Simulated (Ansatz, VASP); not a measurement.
One calculation of Mg3SnO4, two programs

```
CELL_PARAMETERS angstrom
3.08024 0.08000 -0.02337
0.08000 3.13097 0.02513
-0.14501 0.15593 19.55100
ATOMIC_POSITIONS crystal
Mg 0.49378 0.98400 0.16086
Mg 0.50018 0.99982 0.73378
Mg 0.51320 0.00897 0.94699
Mg 0.01082 0.48832 0.83908
Mg 0.97399 0.52450 0.27229
Mg 0.00202 0.50338 0.05646
Sn 0.50172 0.99442 0.40975
Sn 0.98747 0.50388 0.58662
O 0.49164 0.01029 0.04993
O 0.53168 0.01695 0.27173
O 0.47741 0.98773 0.62162
O 0.51514 0.00255 0.83873
O 0.00838 0.50173 0.94603
O 0.00227 0.47856 0.37360
O 0.99550 0.50546 0.16121
O 0.99479 0.48943 0.73134
```

Change from the starting cell: cell x1, atoms moved at random (sigma 0.05 Å) and cell strained at random (1.5 %), then relaxed without symmetry.

Alike in both runs: task relaxation of cell and atoms; functional PBE; k mesh 4 × 4 × 1; occupations gaussian, width 0.1 eV; no spin polarisation.

```csv
,VASP,Ansatz
version,VASP 6.6.1,Ansatz 0.2.0
potentials or method,"VASP PAW PBE potentials, release 64 (Mg, Sn_d, O), cutoff 600 eV","scalar-relativistic, plane waves, PAW"
valence electrons in the cell,88,136
```

|  | VASP | Ansatz | Ansatz less VASP |
| --- | --- | --- | --- |
| gap on the k mesh at the Fermi level, each at its own relaxed structure (eV) | 1.10 | 1.12 | +0.027 |
| relaxed volume (Å³/atom) | 11.52 | 11.57 | +0.050 |
| relaxed cell length with the largest relative difference (Å) | 3.098 | 3.105 | +0.0068 |

VASP's potentials hold 88 valence electrons a cell and Ansatz's 136, so a difference there can come from the potentials and not from the codes.

The k mesh is coarse, so the values compare programs but aren't converged.
